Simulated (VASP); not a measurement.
Runs of VASP 6.6.1 on Ru. The structure is that of space group Im-3m (No. 229), or close to it. The cells are those of the table. 

```csv
task,cell,cutoff (eV),gap on the mesh (eV),pressure (GPa)
relaxation of cell and atoms,"relaxed to 250 GPa from a = 2.316 Å, angles 109.5°, 1 atom",600,none,249.9
single point,"a = 2.318 Å, angles 109.5°, 1 atom",520,none,255.0
single point,"a = 2.599 Å, angles 109.5°, 1 atom",520,none,0.9
single point,"a = 2.317 Å, angles 109.5°, 1 atom",520,none,255.5
relaxation of cell and atoms,"relaxed to 250 GPa from a = 2.317 Å, angles 109.5°, 1 atom",600,none,250.0
single point,"a = 2.316 Å, angles 109.5°, 1 atom",520,none,(a)
```

Alike in all rows: level LDA; potentials or basis VASP PAW LDA potentials, release 64 (Ru_pv); no spin polarisation; k mesh 20 × 20 × 20; smearing fermi-dirac 0.1 eV.

Problem. Estimate the missing entries.

Solution. (a) 256.8.

Caveats: the cell is relaxed towards a set pressure, so the enthalpy falls and the energy may rise (some runs).

A k mesh can miss the band edges, and the runs leave out spin-orbit coupling on Ru.

A gap of «none» marks levels without a gap at the run's occupations.
